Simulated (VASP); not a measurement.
# ScAl3 (Pm-3m) in VASP: further runs

The runs below take ScAl3 through density of states, with PBE.

Everything below comes from runs of VASP 6.6.1. Logs are shortened: lines on timing, memory, paths and dates and some standing lists are left out, and cuts for length are marked.

## Step 1: The cell of the first run

Symmetry: Pm-3m, No. 221, cubic system. Conventional cell: a = 4.105 Å, b = 4.105 Å, c = 4.105 Å, α = 90.00°, β = 90.00°, γ = 90.00°. Within 3.8 Å of Sc (site symmetry m-3m) lie 12 Al at 2.90 Å. Within 3.8 Å of Al (site symmetry 4/mmm) lie 4 Sc at 2.90 Å and 8 Al at 2.90 Å.

## Step 2: Density of states, PBE

POSCAR

```
ScAl3
1.0
    4.1053305968      0.0000000000      0.0000000000
    0.0000000000      4.1053305968      0.0000000000
    0.0000000000      0.0000000000      4.1053305968
Sc Al
1 3
Direct
    0.0000000000      0.0000000000      0.0000000000
    0.5000000000      0.0000000000      0.5000000000
    0.0000000000      0.5000000000      0.5000000000
    0.5000000000      0.5000000000      0.0000000000
```

INCAR.step1

```
  PREC = Accurate
  ENCUT = 520
  EDIFF = 1E-6
  ISMEAR = 0
  SIGMA = 0.1
  LREAL = F
  LASPH = T
  NELM = 100
  ALGO = Fast
  ISIF = 2
  LWAVE = F
  LCHARG = T
  LMAXMIX = 4
  GGA = PE
  NBANDS = 18
```

KPOINTS.step1

```
Automatic mesh
0
Gamma
  10 10 10
```

INCAR.step2

```
  PREC = Accurate
  ENCUT = 520
  EDIFF = 1E-6
  ISMEAR = -5
  SIGMA = 0.1
  LREAL = F
  LASPH = T
  NELM = 100
  ALGO = Fast
  ISIF = 2
  LWAVE = F
  LCHARG = F
  LMAXMIX = 4
  GGA = PE
  LORBIT = 11
  NBANDS = 18
  NEDOS = 1001
  ICHARG = 11
```

KPOINTS.step2

```
Automatic mesh
0
Gamma
  15 15 15
```

Potentials or basis: VASP PAW PBE potentials, release 64 (Sc_sv, Al).

The run is started by

```sh
cat potpaw_PBE.64/Sc_sv/POTCAR potpaw_PBE.64/Al/POTCAR > POTCAR
cp INCAR.step1 INCAR
cp KPOINTS.step1 KPOINTS
mpirun -np 1 vasp_std > vasp.out
cp INCAR.step2 INCAR
cp KPOINTS.step2 KPOINTS
mpirun -np 1 vasp_std > vasp.out
```

OUTCAR:

```text
PREC = Accurate
   ENCUT = 520
   EDIFF = 1E-6
   ISMEAR = -5
   LREAL = F
   LASPH = T
   NELM = 100
   ISIF = 2
   GGA = PE
   LORBIT = 11
   ICHARG = 11

 ion  position               nearest neighbor table
   1  0.000  0.000  0.000-   2 2.90   3 2.90   4 2.90   2 2.90   3 2.90   3 2.90   4 2.90   3 2.90
                             2 2.90   4 2.90   2 2.90   4 2.90
   2  0.500  0.000  0.500-   1 2.90   3 2.90   4 2.90   1 2.90   4 2.90   3 2.90   4 2.90   4 2.90
                             1 2.90   3 2.90   1 2.90   3 2.90
   3  0.000  0.500  0.500-   1 2.90   2 2.90   4 2.90   1 2.90   4 2.90   1 2.90   2 2.90   1 2.90
                             2 2.90   4 2.90   4 2.90   2 2.90
   4  0.500  0.500  0.000-   1 2.90   2 2.90   3 2.90   2 2.90   3 2.90   1 2.90   2 2.90   2 2.90
                             1 2.90   3 2.90   3 2.90   1 2.90

  LATTYP: Found a simple cubic cell.
 ALAT       =     4.1053305968

  Lattice vectors:

 A1 = (   4.1053305968,   0.0000000000,   0.0000000000)
 A2 = (   0.0000000000,   4.1053305968,   0.0000000000)
 A3 = (   0.0000000000,   0.0000000000,   4.1053305968)

Analysis of symmetry for initial positions (statically):
=====================================================================
 Subroutine PRICEL returns:
 Original cell was already a primitive cell.

 Routine SETGRP: Setting up the symmetry group for a
 simple cubic supercell.

 Subroutine GETGRP returns: Found 48 space group operations
 (whereof 48 operations were pure point group operations)
 out of a pool of 48 trial point group operations.

The static configuration has the point symmetry O_h .

Analysis of symmetry for dynamics (positions and initial velocities):
=====================================================================
 Subroutine PRICEL returns:
 Original cell was already a primitive cell.

 Routine SETGRP: Setting up the symmetry group for a
 simple cubic supercell.

 Subroutine GETGRP returns: Found 48 space group operations
 (whereof 48 operations were pure point group operations)
 out of a pool of 48 trial point group operations.

The dynamic configuration has the point symmetry O_h .

 Subroutine INISYM returns: Found 48 space group operations
 (whereof 48 operations are pure point group operations),
 and found     1 'primitive' translations

----------------------------------------------------------------------------------------

                                     Primitive cell

  volume of cell :      69.1902

  direct lattice vectors                    reciprocal lattice vectors
     4.105330597  0.000000000  0.000000000     0.243585742  0.000000000  0.000000000
     0.000000000  4.105330597  0.000000000     0.000000000  0.243585742  0.000000000
[... 108 lines left out ...]
   IALGO  =     68    algorithm
   IMIX   =      4    mixing-type and parameters
     AMIX     =   0.40;   BMIX     =  1.00
     AMIX_MAG =   1.60;   BMIX_MAG =  1.00
  volume/ion in A,a.u.               =      17.30       116.73
  Fermi-wavevector in a.u.,A,eV,Ry     =   1.082439  2.045513 15.941590  1.171674
  Thomas-Fermi vector in A             =   2.218480
   LORBIT       =     11    0 simple, 1 ext, 2 COOP (PROOUT), +10 PAW based schemes
   GGA     = PE    functional components
   LHFCALC =     F    Hartree Fock is set to
   AEXX    =    0.0000 exact exchange contribution
   IVDW    =     0    specifies the selected vdW correction
   LEPSILON=     F    determine dielectric tensor
   LRPA    =     F    only Hartree local field effects (RPA)
 non-spin polarized calculation
 RMM-DIIS sequential band-by-band and
 Fermi weights with tetrahedron method with Bloechl corrections
  energy-cutoff  :      520.00
  volume of cell :       69.19
 maximum number of plane-waves:      1876
 NGX is ok and might be reduce to    32

 number of electron      19.9999997 magnetization

 Free energy of the ion-electron system (eV)
  ---------------------------------------------------
  ext. energy  EPLUGINS =         0.00000000
  ---------------------------------------------------
  free energy    TOTEN  =       -19.29943522 eV

  energy without entropy =      -19.29943522  energy(sigma->0) =      -19.29943522

 E-fermi :   7.1582     XC(G=0): -10.3671

 val. band max:        7.1797854820   @ k =   0.2000   0.1333   0.0667
 cond. band min:       7.1324582580   @ k =   0.4667   0.4000   0.1333
 fundamental gap:     -0.0473272239
 Fermi energy:         7.1582498458

 k-point     1 :       0.0000    0.0000    0.0000
  band No.  band energies     occupation
      1     -41.8539      2.00000
      2     -20.5528      2.00000
      3     -20.5528      2.00000
      4     -20.5528      2.00000
      5      -2.8063      2.00000
      6       4.5532      2.00000
[... 481 lines left out ...]
      5      -1.4847      2.00000
      6       1.4510      2.00000
[... 10 lines left out ...]
     17      11.8407      0.00000
     18      12.6484      0.00000

 [... further k-points ...]

------------------------ aborting loop because EDIFF is reached ----------------------------------------

  FORCE on cell =-STRESS in cart. coord.  units (eV):
  Direction    XX          YY          ZZ          XY          YZ          ZX
  --------------------------------------------------------------------------------------
  -------------------------------------------------------------------------------------
  Total       -0.0202648     -0.0202648     -0.0202648      0.0000000     -0.0000000      0.0000000
  in kB       -0.4692544     -0.4692544     -0.4692544      0.0000000     -0.0000000      0.0000000
  external PRESSURE =      -0.4692544 kB  Pullay stress =       0.0000000 kB

 VOLUME and BASIS-vectors are now :
 -----------------------------------------------------------------------------
  energy-cutoff  :      520.00
  volume of cell :       69.19
      direct lattice vectors                 reciprocal lattice vectors
     4.105330597  0.000000000  0.000000000     0.243585742  0.000000000  0.000000000
     0.000000000  4.105330597  0.000000000     0.000000000  0.243585742  0.000000000
     0.000000000  0.000000000  4.105330597     0.000000000  0.000000000  0.243585742

 POSITION                                       TOTAL-FORCE (eV/Angst)
 -----------------------------------------------------------------------------------
      0.00000      0.00000      0.00000         0.000000      0.000000      0.000000
      2.05267      0.00000      2.05267         0.000000      0.000000      0.000000
      0.00000      2.05267      2.05267         0.000000      0.000000      0.000000
      2.05267      2.05267      0.00000         0.000000      0.000000      0.000000
 -----------------------------------------------------------------------------------
    total drift:                                0.000000      0.000000      0.000000

  FREE ENERGIE OF THE ION-ELECTRON SYSTEM (eV)
  ---------------------------------------------------
  free  energy   TOTEN  =       -19.2994352218 eV

  energy  without entropy=      -19.2994352218  energy(sigma->0) =      -19.29943522

 total charge

# of ion       s       p       d       tot
------------------------------------------
    1        2.184   6.137   1.278   9.599
    2        0.417   0.375   0.000   0.792
    3        0.417   0.375   0.000   0.792
    4        0.417   0.375   0.000   0.792
--------------------------------------------------
tot          3.434   7.263   1.278  11.975
```

OUTCAR.step1:

```text
PREC = Accurate
   ENCUT = 520
   EDIFF = 1E-6
   ISMEAR = 0
   LREAL = F
[... 738 lines left out ...]
      0.00000      0.00000      0.00000         0.000000      0.000000      0.000000
      2.05267      0.00000      2.05267         0.000000      0.000000      0.000000
      0.00000      2.05267      2.05267         0.000000      0.000000      0.000000
      2.05267      2.05267      0.00000         0.000000      0.000000      0.000000
 -----------------------------------------------------------------------------------
    total drift:                               -0.000000      0.000000      0.000000

  FREE ENERGIE OF THE ION-ELECTRON SYSTEM (eV)
  ---------------------------------------------------
  free  energy   TOTEN  =       -19.3006498902 eV

  energy  without entropy=      -19.2943798665  energy(sigma->0) =      -19.29751488
```

Run time: 70 s. Hardware: 1 thread of Intel Xeon 6975P-C (Granite Rapids), shared host; peak memory 0.27 GiB.

Results:

```
Valence electrons inside the program's atomic spheres : Sc 9.60; Al 0.79
```

Caveat: tetrahedron occupations give inexact forces and stress in metals.

## Step 3: Density of states, PBE

POSCAR

```
ScAl3
1.0
    4.1053305961      0.0000000000      0.0000000000
    0.0000000000      4.1053305961      0.0000000000
    0.0000000000      0.0000000000      4.1053305961
Sc Al
1 3
Direct
    0.0000000000      0.0000000000      0.0000000000
    0.5000000000      0.0000000000      0.5000000000
    0.0000000000      0.5000000000      0.5000000000
    0.5000000000      0.5000000000      0.0000000000
```

INCAR.step1 is that of step 2.

KPOINTS.step1 is that of step 2.

INCAR.step2 is that of step 2.

KPOINTS.step2 is that of step 2.

Potentials or basis: VASP PAW PBE potentials, release 64 (Sc_sv, Al).

The run is started by

```sh
cat potpaw_PBE.64/Sc_sv/POTCAR potpaw_PBE.64/Al/POTCAR > POTCAR
cp INCAR.step1 INCAR
cp KPOINTS.step1 KPOINTS
mpirun -np 1 vasp_std > vasp.out
cp INCAR.step2 INCAR
cp KPOINTS.step2 KPOINTS
mpirun -np 1 vasp_std > vasp.out
```

OUTCAR:

```text
PREC = Accurate
   ENCUT = 520
   EDIFF = 1E-6
   ISMEAR = -5
   LREAL = F
   LASPH = T
   NELM = 100
   ISIF = 2
   GGA = PE
   LORBIT = 11
   ICHARG = 11

 ion  position               nearest neighbor table
   1  0.000  0.000  0.000-   2 2.90   3 2.90   4 2.90   2 2.90   3 2.90   3 2.90   4 2.90   3 2.90
                             2 2.90   4 2.90   2 2.90   4 2.90
   2  0.500  0.000  0.500-   1 2.90   3 2.90   4 2.90   1 2.90   4 2.90   3 2.90   4 2.90   4 2.90
                             1 2.90   3 2.90   1 2.90   3 2.90
   3  0.000  0.500  0.500-   1 2.90   2 2.90   4 2.90   1 2.90   4 2.90   1 2.90   2 2.90   1 2.90
                             2 2.90   4 2.90   4 2.90   2 2.90
   4  0.500  0.500  0.000-   1 2.90   2 2.90   3 2.90   2 2.90   3 2.90   1 2.90   2 2.90   2 2.90
                             1 2.90   3 2.90   3 2.90   1 2.90

  LATTYP: Found a simple cubic cell.
 ALAT       =     4.1053305961

  Lattice vectors:

 A1 = (   4.1053305961,   0.0000000000,   0.0000000000)
 A2 = (   0.0000000000,   4.1053305961,   0.0000000000)
 A3 = (   0.0000000000,   0.0000000000,   4.1053305961)

Analysis of symmetry for initial positions (statically):
[... 688 lines left out ...]
     17      11.8407      0.00000
     18      12.6484      0.00000

 [... further k-points ...]

------------------------ aborting loop because EDIFF is reached ----------------------------------------

  FORCE on cell =-STRESS in cart. coord.  units (eV):
  Direction    XX          YY          ZZ          XY          YZ          ZX
  --------------------------------------------------------------------------------------
  -------------------------------------------------------------------------------------
  Total       -0.0202648     -0.0202648     -0.0202648      0.0000000      0.0000000      0.0000000
  in kB       -0.4692536     -0.4692536     -0.4692536      0.0000000      0.0000000      0.0000000
  external PRESSURE =      -0.4692536 kB  Pullay stress =       0.0000000 kB

 VOLUME and BASIS-vectors are now :
 -----------------------------------------------------------------------------
  energy-cutoff  :      520.00
  volume of cell :       69.19
      direct lattice vectors                 reciprocal lattice vectors
     4.105330596  0.000000000  0.000000000     0.243585742  0.000000000  0.000000000
     0.000000000  4.105330596  0.000000000     0.000000000  0.243585742  0.000000000
     0.000000000  0.000000000  4.105330596     0.000000000  0.000000000  0.243585742

 POSITION                                       TOTAL-FORCE (eV/Angst)
 -----------------------------------------------------------------------------------
      0.00000      0.00000      0.00000         0.000000      0.000000      0.000000
      2.05267      0.00000      2.05267         0.000000      0.000000      0.000000
      0.00000      2.05267      2.05267         0.000000      0.000000      0.000000
      2.05267      2.05267      0.00000         0.000000      0.000000      0.000000
 -----------------------------------------------------------------------------------
    total drift:                                0.000000      0.000000      0.000000

  FREE ENERGIE OF THE ION-ELECTRON SYSTEM (eV)
  ---------------------------------------------------
  free  energy   TOTEN  =       -19.2994352212 eV

  energy  without entropy=      -19.2994352212  energy(sigma->0) =      -19.29943522

 total charge

# of ion       s       p       d       tot
------------------------------------------
    1        2.184   6.137   1.278   9.599
    2        0.417   0.375   0.000   0.792
    3        0.417   0.375   0.000   0.792
    4        0.417   0.375   0.000   0.792
--------------------------------------------------
tot          3.434   7.263   1.278  11.975
```

OUTCAR.step1:

```text
PREC = Accurate
   ENCUT = 520
   EDIFF = 1E-6
   ISMEAR = 0
   LREAL = F
[... 738 lines left out ...]
      0.00000      0.00000      0.00000         0.000000      0.000000      0.000000
      2.05267      0.00000      2.05267         0.000000      0.000000      0.000000
      0.00000      2.05267      2.05267         0.000000      0.000000      0.000000
      2.05267      2.05267      0.00000         0.000000      0.000000      0.000000
 -----------------------------------------------------------------------------------
    total drift:                                0.000000      0.000000      0.000000

  FREE ENERGIE OF THE ION-ELECTRON SYSTEM (eV)
  ---------------------------------------------------
  free  energy   TOTEN  =       -19.3006498911 eV

  energy  without entropy=      -19.2943798674  energy(sigma->0) =      -19.29751488
```

OSZICAR.step1:

```text
N       E                     dE             d eps       ncg     rms          rms(c)
DAV:   1     0.109236248506E+03    0.10924E+03   -0.82230E+03  2016   0.998E+02
DAV:   2    -0.153774484245E+02   -0.12461E+03   -0.12154E+03  2034   0.291E+02
DAV:   3    -0.201958731993E+02   -0.48184E+01   -0.47042E+01  3106   0.551E+01
DAV:   4    -0.203112623136E+02   -0.11539E+00   -0.11487E+00  3030   0.855E+00
DAV:   5    -0.203138677746E+02   -0.26055E-02   -0.26052E-02  3048   0.114E+00    0.872E+00
RMM:   6    -0.192382985687E+02    0.10756E+01   -0.18141E+00  2101   0.150E+01    0.262E+00
RMM:   7    -0.193603415977E+02   -0.12204E+00   -0.22956E+00  2773   0.647E+00    0.142E+00
RMM:   8    -0.193011282462E+02    0.59213E-01   -0.14141E-01  2265   0.435E+00    0.160E+00
RMM:   9    -0.193041497856E+02   -0.30215E-02   -0.84077E-02  2836   0.211E+00    0.646E-01
RMM:  10    -0.193002910780E+02    0.38587E-02   -0.17601E-02  2571   0.123E+00    0.121E-01
RMM:  11    -0.193008851140E+02   -0.59404E-03   -0.44142E-03  2817   0.435E-01    0.759E-02
RMM:  12    -0.193006615196E+02    0.22359E-03   -0.13020E-03  2896   0.270E-01    0.367E-02
RMM:  13    -0.193006903277E+02   -0.28808E-04   -0.16563E-04  3097   0.949E-02    0.557E-02
RMM:  14    -0.193006491346E+02    0.41193E-04   -0.11155E-04  2692   0.112E-01    0.577E-02
RMM:  15    -0.193006497738E+02   -0.63912E-06   -0.21658E-05  2585   0.363E-02    0.373E-02
RMM:  16    -0.193006498911E+02   -0.11731E-06   -0.44741E-06  2330   0.243E-02
   1 F= -.19300650E+02 E0= -.19297515E+02  d E =-.627002E-02
```

It took 3.9 min on 1 thread of AMD EPYC 7R43 (Zen 3), shared host; peak memory 0.24 GiB.

What came out:

* Valence electrons inside the program's atomic spheres: Sc 9.60; Al 0.79

Caveat: tetrahedron occupations give inexact forces and stress in metals.
